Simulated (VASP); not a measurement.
# K2Br3 (P-3m1) in VASP: further runs

Runs on K2Br3. Level: r2SCAN. Tasks: single point, relaxation of cell and atoms.

Everything below comes from runs of VASP 6.6.1. Logs are shortened: lines on timing, memory, paths and dates and some standing lists are left out, and cuts for length are marked.

## 1. The cell of the first run

It takes space group P-3m1 (No. 164, trigonal). Conventional cell: a = 5.594 Å, b = 5.594 Å, c = 6.694 Å, α = 90.00°, β = 90.00°, γ = 120.00°. Within 4.3 Å of K (site symmetry 3m) lie 8 Br at 3.28 to 3.52 Å and 3 K at 4.28 Å. Br (site symmetry -3m) has 6 K at 3.52 Å and 6 Br at 3.80 Å within 4.6 Å. Within 4.3 Å of Br (site symmetry 3m) lie 5 K at 3.28 to 3.41 Å and 6 Br at 3.80 to 4.20 Å.

## 2. Single point, r2SCAN

The input, POSCAR:

```
K2Br3
1.0
    5.5937686298      0.0000000000      0.0000000000
   -2.7968843149      4.8443457363      0.0000000000
    0.0000000000      0.0000000000      6.6942533226
K Br
2 3
Direct
    0.3333333333      0.6666666667      0.2096725352
    0.6666666667      0.3333333333      0.7903274648
    0.0000000000      0.0000000000      0.0000000000
    0.3333333333      0.6666666667      0.7005705408
    0.6666666667      0.3333333333      0.2994294592
```

The input, INCAR.step1:

```
ALGO     = Normal         # electronic algorithm
EDIFF    = 1E-5           # SCF threshold, eV
ENCUT    = 550            # plane-wave cutoff, eV
GGA      = PE             # functional
GGA_COMPAT= F            
ISMEAR   = 0              # smearing method
LASPH    = T              # aspherical terms in the spheres
LCHARG   = F              # write CHGCAR
LREAL    = F              # projectors in reciprocal space
LWAVE    = T              # write WAVECAR
NBANDS   = 28             # bands
NELM     = 120            # most SCF steps
PREC     = Accurate       # precision mode
SIGMA    = 0.1            # smearing width, eV
```

The input, INCAR.step2:

```
ALGO     = Normal         # electronic algorithm
EDIFF    = 1E-6           # SCF threshold, eV
ENCUT    = 550            # plane-wave cutoff, eV
GGA_COMPAT= F            
ISIF     = 2              # what is computed and relaxed
ISMEAR   = 0              # smearing method
ISTART   = 1            
LASPH    = T              # aspherical terms in the spheres
LCHARG   = T              # write CHGCAR
LELF     = T              # ELF
LMIXTAU  = T            
LREAL    = F              # projectors in reciprocal space
LVHAR    = T            
LWAVE    = F              # write WAVECAR
METAGGA  = R2SCAN         # meta-GGA
NBANDS   = 28             # bands
NELM     = 120            # most SCF steps
PREC     = Accurate       # precision mode
SIGMA    = 0.1            # smearing width, eV
```

The input, KPOINTS:

```
k-points
0
Gamma
  6 6 2
```

Potentials or basis: VASP PAW PBE potentials, release 64 (K_sv, Br).

The run is started by

```
$ cat potpaw_PBE.64/K_sv/POTCAR potpaw_PBE.64/Br/POTCAR > POTCAR
$ cp INCAR.step1 INCAR
$ mpirun -np 1 vasp_std > vasp.out
$ cp INCAR.step2 INCAR
$ mpirun -np 1 vasp_std > vasp.out
```

OUTCAR:

```text
EDIFF = 1E-6
   ENCUT = 550
   ISIF = 2
   ISMEAR = 0
   ISTART = 1
   LASPH = T
   LREAL = F
   METAGGA = R2SCAN
   NELM = 120
   PREC = Accurate

 ion  position               nearest neighbor table
   1  0.333  0.667  0.210-   5 3.28   5 3.28   5 3.28   4 3.29
   2  0.667  0.333  0.790-   4 3.28   4 3.28   4 3.28   5 3.29
   3  0.000  0.000  0.000-
   4  0.333  0.667  0.701-   2 3.28   2 3.28   2 3.28   1 3.29
   5  0.667  0.333  0.299-   1 3.28   1 3.28   1 3.28   2 3.29

  LATTYP: Found a hexagonal cell.
 ALAT       =     5.5937686298
 C/A-ratio  =     1.1967340385

  Lattice vectors:

 A1 = (   5.5937686298,   0.0000000000,   0.0000000000)
 A2 = (  -2.7968843149,   4.8443457363,   0.0000000000)
 A3 = (   0.0000000000,   0.0000000000,   6.6942533226)

Analysis of symmetry for initial positions (statically):
=====================================================================
 Subroutine PRICEL returns:
 Original cell was already a primitive cell.

 Routine SETGRP: Setting up the symmetry group for a
 hexagonal supercell.

 Subroutine GETGRP returns: Found 12 space group operations
 (whereof 12 operations were pure point group operations)
 out of a pool of 24 trial point group operations.

The static configuration has the point symmetry D_3d.

Analysis of symmetry for dynamics (positions and initial velocities):
=====================================================================
 Subroutine PRICEL returns:
 Original cell was already a primitive cell.

 Routine SETGRP: Setting up the symmetry group for a
 hexagonal supercell.

 Subroutine GETGRP returns: Found 12 space group operations
 (whereof 12 operations were pure point group operations)
 out of a pool of 24 trial point group operations.

The dynamic configuration has the point symmetry D_3d.

 Subroutine INISYM returns: Found 12 space group operations
 (whereof 12 operations are pure point group operations),
 and found     1 'primitive' translations

----------------------------------------------------------------------------------------

                                     Primitive cell

  volume of cell :     181.4019

  direct lattice vectors                    reciprocal lattice vectors
     5.593768630  0.000000000  0.000000000     0.178770354  0.103213112  0.000000000
    -2.796884315  4.844345736  0.000000000     0.000000000  0.206426224  0.000000000
     0.000000000  0.000000000  6.694253323     0.000000000  0.000000000  0.149381858

  length of vectors
     5.593768630  5.593768630  6.694253323     0.206426224  0.206426224  0.149381858

  position of ions in fractional coordinates (direct lattice)
     0.333333333  0.666666667  0.209672535
     0.666666667  0.333333333  0.790327465
     0.000000000  0.000000000  0.000000000
     0.333333333  0.666666667  0.700570541
     0.666666667  0.333333333  0.299429459

  ion indices of the primitive-cell ions
   primitive index   ion index
                 1           1
                 2           2
                 3           3
                 4           4
                 5           5

----------------------------------------------------------------------------------------

 KPOINTS: k-points

Automatic generation of k-mesh.
 Grid dimensions read from file:
 generate k-points for:    6    6    2

 Generating k-lattice:

  Cartesian coordinates                     Fractional coordinates (reciprocal lattice)
     0.029795059  0.017202185  0.000000000     0.166666667  0.000000000  0.000000000
     0.000000000  0.034404371  0.000000000     0.000000000  0.166666667  0.000000000
     0.000000000  0.000000000  0.074690929     0.000000000  0.000000000  0.500000000

  Length of vectors
     0.034404371  0.034404371  0.074690929

  Shift w.r.t. Gamma in fractional coordinates (k-lattice)
     0.000000000  0.000000000  0.000000000

 Subroutine IBZKPT returns following result:
 ===========================================

 Found     14 irreducible k-points:

 Following reciprocal coordinates:
            Coordinates               Weight
  0.000000  0.000000  0.000000      1.000000
  0.166667 -0.000000  0.000000      6.000000
  0.333333  0.000000  0.000000      6.000000
  0.500000  0.000000  0.000000      3.000000
  0.166667  0.166667  0.000000      6.000000
  0.333333  0.166667  0.000000     12.000000
  0.333333  0.333333  0.000000      2.000000
  0.000000  0.000000  0.500000      1.000000
  0.166667 -0.000000  0.500000      6.000000
  0.333333  0.000000  0.500000      6.000000
  0.500000  0.000000  0.500000      3.000000
  0.166667  0.166667  0.500000      6.000000
  0.333333  0.166667  0.500000     12.000000
  0.333333  0.333333  0.500000      2.000000
   k-points           NKPTS =     14   k-points in BZ     NKDIM =     14   number of bands    NBANDS=     28
   number of dos      NEDOS =    301   number of ions     NIONS =      5
   total plane-waves  NPLWV = 124416
   dimension x,y,z NGX =    48 NGY =   48 NGZ =   54
   dimension x,y,z NGXF=    96 NGYF=   96 NGZF=  108
   ions per type =               2   3
   NGX,Y,Z   is equivalent  to a cutoff of  14.27, 14.27, 13.41 a.u.
   NGXF,Y,Z  is equivalent  to a cutoff of  28.53, 28.53, 26.82 a.u.
 SYSTEM =  unknown system
   PREC   = accura    normal or accurate (medium, high low for compatibility)
   ISTART =      1    job   : 0-new  1-cont  2-samecut
   ICHARG =      0    charge: 1-file 2-atom 10-const
   ISPIN  =      1    spin polarized calculation?
   LNONCOLLINEAR =      F non collinear calculations
   LSORBIT =      F    spin-orbit coupling
   LASPH  =      T    aspherical Exc in radial PAW
   ENCUT  =  550.0 eV  40.42 Ry    6.36 a.u.  10.70 10.70 12.80*2*pi/ulx,y,z
   NELM   =    120;   NELMIN=  2; NELMDL=  0     # of ELM steps
   EDIFF  = 0.1E-05   stopping-criterion for ELM
   LREAL  =      F    real-space projection
   EDIFFG = 0.1E-04   stopping-criterion for IOM
   NSW    =      0    number of steps for IOM
   IBRION =     -1    ionic relax: 0-MD 1-quasi-New 2-CG
   NFREE  =      0    steps in history (QN), initial steepest desc. (CG)
   ISIF   =      2    stress and relaxation
   ISYM   =      2    0-nonsym 1-usesym 2-fastsym
   POTIM  = 0.5000    time-step for ionic-motion
   TEBEG  =    0.0;   TEEND  =   0.0 temperature during run
   PSTRESS=    0.0 pullay stress
   NELECT =      39.0000    total number of electrons
   NUPDOWN=      -1.0000    fix difference up-down
   EMIN   =  10.00;   EMAX   =-10.00  energy-range for DOS
   EFERMI =   0.00;   METHOD = LEGACY
   ISMEAR =     0;   SIGMA  =   0.10  broadening in eV -4-tet -1-fermi 0-gaus
   EFERMI_NEDOS =   21; number of points for ismear=-14 and -15
   IALGO  =     38    algorithm
   IMIX   =      4    mixing-type and parameters
     AMIX     =   0.40;   BMIX     =  1.00
     AMIX_MAG =   1.60;   BMIX_MAG =  1.00
  volume/ion in A,a.u.               =      36.28       244.83
  Fermi-wavevector in a.u.,A,eV,Ry     =   0.980729  1.853309 13.086489  0.961830
  Thomas-Fermi vector in A             =   2.111682
   LORBIT       =      0    0 simple, 1 ext, 2 COOP (PROOUT), +10 PAW based schemes
   METAGGA = R2SCAN    functional components
   LHFCALC =     F    Hartree Fock is set to
   AEXX    =    0.0000 exact exchange contribution
   IVDW    =     0    specifies the selected vdW correction
   LEPSILON=     F    determine dielectric tensor
   LRPA    =     F    only Hartree local field effects (RPA)
 non-spin polarized calculation
 Gauss-broadening in eV      SIGMA  =   0.10
  energy-cutoff  :      550.00
  volume of cell :      181.40
 maximum number of plane-waves:      5330
 NGX is ok and might be reduce to    48
   NGX = 21   NGY = 21   NGZ = 25

 number of electron      38.9999997 magnetization

 Free energy of the ion-electron system (eV)
  ---------------------------------------------------
  ext. energy  EPLUGINS =         0.00000000
  ---------------------------------------------------
  free energy    TOTEN  =       -58.80285680 eV

  energy without entropy =      -58.75002624  energy(sigma->0) =      -58.77644152

 E-fermi :  -1.9611     XC(G=0):  -7.7518

 val. band max:       -1.9691406479   @ k =   0.1667   0.1667   0.5000
 cond. band min:      -1.8993371552   @ k =   0.3333   0.3333   0.0000
 fundamental gap:      0.0698034927
 Fermi energy:        -1.9610693749

 k-point     1 :       0.0000    0.0000    0.0000
  band No.  band energies     occupation
      1     -31.0744      2.00000
      2     -31.0658      2.00000
      3     -15.3742      2.00000
      4     -15.0250      2.00000
      5     -14.9837      2.00000
      6     -13.8264      2.00000
[... 20 lines left out ...]
     27       7.1642      0.00000
     28       7.4845      0.00000

 k-point     2 :       0.1667   -0.0000    0.0000
  band No.  band energies     occupation
      1     -31.0738      2.00000
      2     -31.0662      2.00000
      3     -15.3700      2.00000
      4     -15.0539      2.00000
      5     -14.9980      2.00000
      6     -13.8308      2.00000
[... 20 lines left out ...]
     27       7.4243      0.00000
     28       7.5368      0.00000

 k-point     3 :       0.3333    0.0000    0.0000
  band No.  band energies     occupation
      1     -31.0722      2.00000
      2     -31.0673      2.00000
      3     -15.3442      2.00000
      4     -15.1261      2.00000
      5     -15.0295      2.00000
      6     -13.8386      2.00000
[... 20 lines left out ...]
     27       7.3210      0.00000
     28       7.5958      0.00000

 k-point     4 :       0.5000    0.0000    0.0000
  band No.  band energies     occupation
      1     -31.0711      2.00000
      2     -31.0682      2.00000
      3     -15.3106      2.00000
      4     -15.1829      2.00000
      5     -15.0448      2.00000
      6     -13.8461      2.00000
[... 268 lines left out ...]
     27       7.2744      0.00000
     28       7.6998      0.00000

 k-point    13 :       0.3333    0.1667    0.5000
  band No.  band energies     occupation
      1     -31.0706      2.00000
      2     -31.0685      2.00000
      3     -15.3268      2.00000
      4     -15.2269      2.00000
      5     -15.1018      2.00000
      6     -13.8062      2.00000
[... 20 lines left out ...]
     27       7.3919      0.00000
     28       7.7658      0.00000

 k-point    14 :       0.3333    0.3333    0.5000
  band No.  band energies     occupation
      1     -31.0695      2.00000
      2     -31.0695      2.00000
      3     -15.2309      2.00000
      4     -15.2270      2.00000
      5     -15.2270      2.00000
      6     -13.8008      2.00000
[... 20 lines left out ...]
     27       7.0984      0.00000
     28       8.0214      0.00000

------------------------ aborting loop because EDIFF is reached ----------------------------------------

  FORCE on cell =-STRESS in cart. coord.  units (eV):
  Direction    XX          YY          ZZ          XY          YZ          ZX
  --------------------------------------------------------------------------------------
  -------------------------------------------------------------------------------------
  Total       -0.0392866     -0.0392866     -0.0185315     -0.0000000      0.0000000     -0.0000000
  in kB       -0.3469867     -0.3469867     -0.1636736     -0.0000000      0.0000000     -0.0000000
  external PRESSURE =      -0.2858823 kB  Pullay stress =       0.0000000 kB

 VOLUME and BASIS-vectors are now :
 -----------------------------------------------------------------------------
  energy-cutoff  :      550.00
  volume of cell :      181.40
      direct lattice vectors                 reciprocal lattice vectors
     5.593768630  0.000000000  0.000000000     0.178770354  0.103213112  0.000000000
    -2.796884315  4.844345736  0.000000000     0.000000000  0.206426224  0.000000000
     0.000000000  0.000000000  6.694253323     0.000000000  0.000000000  0.149381858

 POSITION                                       TOTAL-FORCE (eV/Angst)
 -----------------------------------------------------------------------------------
     -0.00000      3.22956      1.40360         0.000000      0.000000     -0.000674
      2.79688      1.61478      5.29065        -0.000000      0.000000      0.000674
      0.00000      0.00000      0.00000        -0.000000      0.000000      0.000000
     -0.00000      3.22956      4.68980        -0.000000      0.000000      0.002992
      2.79688      1.61478      2.00446        -0.000000     -0.000000     -0.002992
 -----------------------------------------------------------------------------------
    total drift:                               -0.000000      0.000000     -0.000000

  FREE ENERGIE OF THE ION-ELECTRON SYSTEM (eV)
  ---------------------------------------------------
  free  energy   TOTEN  =       -58.8028567994 eV

  energy  without entropy=      -58.7500262387  energy(sigma->0) =      -58.77644152
```

Wall time 3.1 min (1 thread of AMD EPYC 9R45 (Zen 5), shared host); peak memory 0.38 GiB.

Results:

```yaml
Free_energy: -58.8029 eV
Pressure: 0.0 GPa
Band_gap_on_the_k_mesh: zero (an odd number of electrons rules out a gap without spin polarisation)
```

Forces on the atoms (eV/Å):
```
K    0.000  0.000 -0.001
K    0.000  0.000  0.001
Br   0.000  0.000  0.000
Br   0.000  0.000  0.003
Br   0.000  0.000 -0.003
```

Levels at points of the mesh, in eV from the Fermi level:
| k point | band 16 | band 17 | band 18 | band 19 | band 20 | band 21 | band 22 | band 23 | band 24 | band 25 |
| --- | --- | --- | --- | --- | --- | --- | --- | --- | --- | --- |
| (0.00, 0.00, 0.00) | -0.91 | -0.91 | -0.20 | -0.11 | -0.11 | 5.48 | 7.46 | 7.46 | 8.05 | 8.85 |
| (0.50, 0.00, 0.00) | -0.56 | -0.51 | -0.38 | -0.32 | 0.17 | 6.62 | 7.86 | 7.90 | 7.95 | 8.34 |
| (0.00, 0.00, 0.50) | -0.68 | -0.66 | -0.66 | -0.31 | -0.31 | 7.01 | 7.23 | 8.24 | 8.24 | 8.75 |
| (0.50, 0.00, 0.50) | -0.94 | -0.57 | -0.19 | -0.05 | -0.02 | 7.58 | 7.84 | 8.08 | 8.87 | 8.98 |

Caveat: the k points lie up to 0.47 Å⁻¹ apart, too coarse for converged energies and pressures of a metal; the PAW data sets were made with another functional, which shifts forces and pressure a little; an odd number of electrons without spin polarisation forces a metal; a magnetic or distorted state may lie lower.

[end of part 1 of 2]
